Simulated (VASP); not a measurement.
# As in VASP: single point with revPBE+D3(BJ)

Aim: the single point of As with revPBE+D3(BJ).

All numbers are computed with VASP 6.6.1; they aren't measurements. Logs are shortened: lines on timing, memory, paths and dates and some standing lists are left out, and cuts for length are marked.

### Step 1. The cell of the first run

The cell holds a slab with vacuum, 2 atoms: a = 3.565 Å, b = 3.565 Å, c = 24.000 Å, α = 90.00°, β = 90.00°, γ = 120.00°.

### Step 2. Single point, revPBE+D3(BJ)

INCAR

```
SYSTEM = As
  PREC = Accurate
  ENCUT = 400
  EDIFF = 1E-6
  ISMEAR = 0
  SIGMA = 0.04
  LREAL = .FALSE.
  LASPH = .TRUE.
  NELM = 120
  ALGO = Normal
  ISIF = 2
  LWAVE = .FALSE.
  LCHARG = .TRUE.
  LDIPOL = .TRUE.
  IDIPOL = 3
  DIPOL = 0.5 0.5 0.662
  GGA = RE
  IVDW = 12
  LELF = .TRUE.
  LVHAR = .TRUE.
  LVACPOTAV = .TRUE.
  NBANDS = 22
  GGA_COMPAT = .FALSE.
  NELMDL = -8
```

KPOINTS

```
Automatic mesh
0
G
  12 12 1
  0 0 0
```

POSCAR

```
As
1.0
    3.5650564103      0.0000000000      0.0000000000
   -1.7825282052      3.0874294172      0.0000000000
    0.0000000000      0.0000000000     23.9995303165
As
2
Direct
    0.6666666667      0.3333333333      0.6324046415
    0.3333333333      0.6666666667      0.6912524468
```

Potentials or basis: VASP PAW PBE potentials, release 64 (As_d).

The run is started by

```sh
cat potpaw_PBE.64/As_d/POTCAR > POTCAR
mpirun -np 1 vasp_std > vasp.out
```

OUTCAR:

```text
SYSTEM = As
   PREC = Accurate
   ENCUT = 400
   EDIFF = 1E-6
   ISMEAR = 0
   LREAL = .FALSE.
   LASPH = .TRUE.
   NELM = 120
   ISIF = 2
   GGA = RE
   IVDW = 12
   NELMDL = -8
 IVDW          = 12

 ion  position               nearest neighbor table
   1  0.667  0.333  0.632-   2 2.50   2 2.50   2 2.50
   2  0.333  0.667  0.691-   1 2.50   1 2.50   1 2.50

  LATTYP: Found a hexagonal cell.
 ALAT       =     3.5650564103
 C/A-ratio  =     6.7318795425

  Lattice vectors:

 A1 = (   3.5650564103,   0.0000000000,   0.0000000000)
 A2 = (  -1.7825282052,   3.0874294172,   0.0000000000)
 A3 = (   0.0000000000,   0.0000000000,  23.9995303165)

Analysis of symmetry for initial positions (statically):
=====================================================================
 Subroutine PRICEL returns:
 Original cell was already a primitive cell.

 Routine SETGRP: Setting up the symmetry group for a
 hexagonal supercell.

 Subroutine GETGRP returns: Found 12 space group operations
 (whereof  6 operations were pure point group operations)
 out of a pool of 24 trial point group operations.

The static configuration has the point symmetry C_3v.
 The point group associated with its full space group is D_3d.

Analysis of symmetry for dynamics (positions and initial velocities):
=====================================================================
 Subroutine PRICEL returns:
 Original cell was already a primitive cell.

 Routine SETGRP: Setting up the symmetry group for a
 hexagonal supercell.

 Subroutine GETGRP returns: Found 12 space group operations
 (whereof  6 operations were pure point group operations)
 out of a pool of 24 trial point group operations.

The dynamic configuration has the point symmetry C_3v.
 The point group associated with its full space group is D_3d.

 Subroutine INISYM returns: Found 12 space group operations
 (whereof  6 operations are pure point group operations),
 and found     1 'primitive' translations

----------------------------------------------------------------------------------------

                                     Primitive cell

  volume of cell :     264.1595

  direct lattice vectors                    reciprocal lattice vectors
     3.565056410  0.000000000  0.000000000     0.280500470  0.161947022  0.000000000
    -1.782528205  3.087429417  0.000000000     0.000000000  0.323894044  0.000000000
     0.000000000  0.000000000 23.999530316     0.000000000  0.000000000  0.041667482

  length of vectors
     3.565056410  3.565056410 23.999530316     0.323894044  0.323894044  0.041667482

  position of ions in fractional coordinates (direct lattice)
     0.666666667  0.333333333  0.632404642
     0.333333333  0.666666667  0.691252447

  ion indices of the primitive-cell ions
   primitive index   ion index
                 1           1
                 2           2

----------------------------------------------------------------------------------------

 KPOINTS: Automatic mesh

Automatic generation of k-mesh.
 Grid dimensions read from file:
 generate k-points for:   12   12    1

 Generating k-lattice:

  Cartesian coordinates                     Fractional coordinates (reciprocal lattice)
     0.023375039  0.013495585  0.000000000     0.083333333  0.000000000  0.000000000
     0.000000000  0.026991170  0.000000000     0.000000000  0.083333333  0.000000000
     0.000000000  0.000000000  0.041667482     0.000000000  0.000000000  1.000000000

  Length of vectors
     0.026991170  0.026991170  0.041667482

  Shift w.r.t. Gamma in fractional coordinates (k-lattice)
     0.000000000  0.000000000  0.000000000

 Subroutine IBZKPT returns following result:
 ===========================================

 Found     19 irreducible k-points:

 Following reciprocal coordinates:
            Coordinates               Weight
  0.000000  0.000000  0.000000      1.000000
  0.083333  0.000000  0.000000      6.000000
  0.166667 -0.000000  0.000000      6.000000
  0.250000 -0.000000  0.000000      6.000000
  0.333333  0.000000  0.000000      6.000000
  0.416667  0.000000  0.000000      6.000000
[... 11 lines left out ...]
  0.333333  0.250000  0.000000     12.000000
  0.333333  0.333333  0.000000      2.000000
   k-points           NKPTS =     19   k-points in BZ     NKDIM =     19   number of bands    NBANDS=     22
   number of dos      NEDOS =    301   number of ions     NIONS =      2
   total plane-waves  NPLWV =  92160
   dimension x,y,z NGX =    24 NGY =   24 NGZ =  160
   dimension x,y,z NGXF=    48 NGYF=   48 NGZF=  320
   ions per type =               2
   NGX,Y,Z   is equivalent  to a cutoff of  11.19, 11.19, 11.08 a.u.
   NGXF,Y,Z  is equivalent  to a cutoff of  22.38, 22.38, 22.17 a.u.
 SYSTEM =  As
   PREC   = accura    normal or accurate (medium, high low for compatibility)
   ISTART =      0    job   : 0-new  1-cont  2-samecut
   ICHARG =      2    charge: 1-file 2-atom 10-const
   ISPIN  =      1    spin polarized calculation?
   LNONCOLLINEAR =      F non collinear calculations
   LSORBIT =      F    spin-orbit coupling
   LASPH  =      T    aspherical Exc in radial PAW
   ENCUT  =  400.0 eV  29.40 Ry    5.42 a.u.   5.81  5.81 39.14*2*pi/ulx,y,z
   NELM   =    120;   NELMIN=  2; NELMDL= -8     # of ELM steps
   EDIFF  = 0.1E-05   stopping-criterion for ELM
   LREAL  =      F    real-space projection
   EDIFFG = 0.1E-04   stopping-criterion for IOM
   NSW    =      0    number of steps for IOM
   IBRION =     -1    ionic relax: 0-MD 1-quasi-New 2-CG
   NFREE  =      0    steps in history (QN), initial steepest desc. (CG)
   ISIF   =      2    stress and relaxation
   ISYM   =      2    0-nonsym 1-usesym 2-fastsym
   POTIM  = 0.5000    time-step for ionic-motion
   TEBEG  =    0.0;   TEEND  =   0.0 temperature during run
   PSTRESS=    0.0 pullay stress
   NELECT =      30.0000    total number of electrons
   NUPDOWN=      -1.0000    fix difference up-down
   EMIN   =  10.00;   EMAX   =-10.00  energy-range for DOS
   EFERMI =   0.00;   METHOD = LEGACY
   ISMEAR =     0;   SIGMA  =   0.04  broadening in eV -4-tet -1-fermi 0-gaus
   EFERMI_NEDOS =   21; number of points for ismear=-14 and -15
   IALGO  =     38    algorithm
   IMIX   =      4    mixing-type and parameters
     AMIX     =   0.40;   BMIX     =  1.00
     AMIX_MAG =   1.60;   BMIX_MAG =  1.00
  volume/ion in A,a.u.               =     132.08       891.32
  Fermi-wavevector in a.u.,A,eV,Ry     =   0.792793  1.498162  8.551546  0.628521
  Thomas-Fermi vector in A             =   1.898602
   LORBIT       =      0    0 simple, 1 ext, 2 COOP (PROOUT), +10 PAW based schemes
   GGA     = RE    functional components
   LHFCALC =     F    Hartree Fock is set to
   AEXX    =    0.0000 exact exchange contribution
   IVDW    =    12    specifies the selected vdW correction
   LEPSILON=     F    determine dielectric tensor
   LRPA    =     F    only Hartree local field effects (RPA)
 non-spin polarized calculation
 Gauss-broadening in eV      SIGMA  =   0.04
  energy-cutoff  :      400.00
  volume of cell :      264.16
 maximum number of plane-waves:      4836
 NGX is ok and might be reduce to    24
   NGX = 11   NGY = 11   NGZ = 79

 dipolmoment           0.000000      0.000000     -0.000000 electrons x Angstroem

 number of electron      29.9999996 magnetization

 dipolmoment           0.000000      0.000000      0.000004 electrons x Angstroem

 Free energy of the ion-electron system (eV)
  ---------------------------------------------------
  ext. energy  EPLUGINS =         0.00000000
  ---------------------------------------------------
  free energy    TOTEN  =        -8.84682134 eV

  energy without entropy =       -8.84682134  energy(sigma->0) =       -8.84682134

 E-fermi :  -3.5683     XC(G=0):  -2.3174

 val. band max:       -3.7775752404   @ k =   0.0000   0.0000   0.0000
 cond. band min:      -2.2489792242   @ k =   0.3333   0.0000   0.0000
 fundamental gap:      1.5285960162
 Fermi energy:        -3.5683403608

 k-point     1 :       0.0000    0.0000    0.0000
  band No.  band energies     occupation
      1     -39.0675      2.00000
      2     -39.0675      2.00000
      3     -39.0293      2.00000
      4     -39.0293      2.00000
      5     -38.9783      2.00000
      6     -38.9553      2.00000
[... 14 lines left out ...]
     21       1.5415      0.00000
     22       1.9235      0.00000

 k-point     2 :       0.0833    0.0000    0.0000
  band No.  band energies     occupation
      1     -39.0673      2.00000
      2     -39.0655      2.00000
      3     -39.0288      2.00000
      4     -39.0276      2.00000
      5     -38.9781      2.00000
      6     -38.9564      2.00000
[... 14 lines left out ...]
     21       1.6516      0.00000
     22       2.0389      0.00000

 k-point     3 :       0.1667   -0.0000    0.0000
  band No.  band energies     occupation
      1     -39.0667      2.00000
      2     -39.0599      2.00000
      3     -39.0272      2.00000
      4     -39.0231      2.00000
      5     -38.9775      2.00000
      6     -38.9595      2.00000
[... 14 lines left out ...]
     21       1.9779      0.00000
     22       2.3676      0.00000

 k-point     4 :       0.2500   -0.0000    0.0000
  band No.  band energies     occupation
      1     -39.0658      2.00000
      2     -39.0520      2.00000
      3     -39.0240      2.00000
      4     -39.0162      2.00000
      5     -38.9768      2.00000
      6     -38.9645      2.00000
[... 14 lines left out ...]
     21       2.5126      0.00000
     22       2.8583      0.00000

 k-point     5 :       0.3333    0.0000    0.0000
  band No.  band energies     occupation
      1     -39.0647      2.00000
      2     -39.0444      2.00000
      3     -39.0174      2.00000
      4     -39.0079      2.00000
      5     -38.9772      2.00000
      6     -38.9711      2.00000
[... 14 lines left out ...]
     21       3.1502      0.00000
     22       3.5904      0.00000

 k-point     6 :       0.4167    0.0000    0.0000
  band No.  band energies     occupation
      1     -39.0640      2.00000
      2     -39.0401      2.00000
      3     -39.0061      2.00000
      4     -38.9990      2.00000
      5     -38.9817      2.00000
      6     -38.9788      2.00000
[... 14 lines left out ...]
     21       3.8871      0.00000
     22       4.3461      0.00000

 k-point     7 :       0.5000   -0.0000    0.0000
  band No.  band energies     occupation
      1     -39.0637      2.00000
      2     -39.0388      2.00000
      3     -38.9934      2.00000
      4     -38.9928      2.00000
      5     -38.9916      2.00000
      6     -38.9845      2.00000
[... 199 lines left out ...]
      6     -38.9770      2.00000
[... 14 lines left out ...]
     21       4.1855      0.00000
     22       4.6472      0.00000

 k-point    16 :       0.4167    0.1667    0.0000
  band No.  band energies     occupation
      1     -39.0648      2.00000
      2     -39.0302      2.00000
      3     -39.0018      2.00000
      4     -38.9950      2.00000
      5     -38.9840      2.00000
      6     -38.9835      2.00000
[... 14 lines left out ...]
     21       4.8625      0.00000
     22       5.1289      0.00000

 k-point    17 :       0.2500    0.2500    0.0000
  band No.  band energies     occupation
      1     -39.0653      2.00000
      2     -39.0276      2.00000
      3     -39.0157      2.00000
      4     -38.9949      2.00000
      5     -38.9858      2.00000
      6     -38.9751      2.00000
[... 14 lines left out ...]
     21       4.1940      0.00000
     22       4.5308      0.00000

 k-point    18 :       0.3333    0.2500    0.0000
  band No.  band energies     occupation
      1     -39.0652      2.00000
      2     -39.0220      2.00000
      3     -39.0095      2.00000
      4     -38.9956      2.00000
      5     -38.9847      2.00000
      6     -38.9769      2.00000
[... 14 lines left out ...]
     21       4.6294      0.00000
     22       5.1838      0.00000

 k-point    19 :       0.3333    0.3333    0.0000
  band No.  band energies     occupation
      1     -39.0653      2.00000
      2     -39.0129      2.00000
      3     -39.0129      2.00000
      4     -39.0009      2.00000
      5     -38.9789      2.00000
      6     -38.9729      2.00000
[... 14 lines left out ...]
     21       5.2369      0.00000
     22       5.8350      0.00000

------------------------ aborting loop because EDIFF is reached ----------------------------------------

 Edisp (eV)   -0.86613

 E8    (eV) :    -0.6223

  FORCE on cell =-STRESS in cart. coord.  units (eV):
  Direction    XX          YY          ZZ          XY          YZ          ZX
  --------------------------------------------------------------------------------------
  -------------------------------------------------------------------------------------
  Total      -0.10921    -0.10921    -0.19444     0.00000     0.00000    -0.00000
  in kB      -0.66236    -0.66236    -1.17933     0.00000     0.00000    -0.00000
  external pressure =       -0.83 kB  Pullay stress =        0.00 kB

 VOLUME and BASIS-vectors are now :
 -----------------------------------------------------------------------------
  energy-cutoff  :      400.00
  volume of cell :      264.16
      direct lattice vectors                 reciprocal lattice vectors
     3.565056410  0.000000000  0.000000000     0.280500470  0.161947022  0.000000000
    -1.782528205  3.087429417  0.000000000     0.000000000  0.323894044  0.000000000
     0.000000000  0.000000000 23.999530316     0.000000000  0.000000000  0.041667482

 POSITION                                       TOTAL-FORCE (eV/Angst)
 -----------------------------------------------------------------------------------
      1.78253      1.02914     15.17741        -0.000000      0.000000      0.084522
     -0.00000      2.05829     16.58973         0.000000     -0.000000     -0.084522
 -----------------------------------------------------------------------------------
    total drift:                               -0.000000      0.000000     -0.000054

  FREE ENERGIE OF THE ION-ELECTRON SYSTEM (eV)
  ---------------------------------------------------
  free  energy   TOTEN  =        -9.7129541060 eV

  energy  without entropy=       -9.7129541060  energy(sigma->0) =       -9.71295411

 vacuum level on the upper side and lower side of the slab         1.319         1.319
```

Run time: 88 s. Hardware: 1 thread of Intel Xeon Platinum 8259CL at 2.50GHz (Skylake/Cascade Lake), shared host; peak memory 0.3 GiB.

Results:

- Free energy: -9.7130 eV
- Largest force: 0.085 eV/Å
- Band gap on the k mesh: 1.53 eV (least direct gap 2.11 eV)
- Dispersion energy per atom: -0.433 eV

Forces on the atoms (eV/Å):
```
As   0.000  0.000  0.085
As   0.000  0.000 -0.085
```

Caveat: the PAW data sets were made with another functional, which shifts forces and pressure a little.
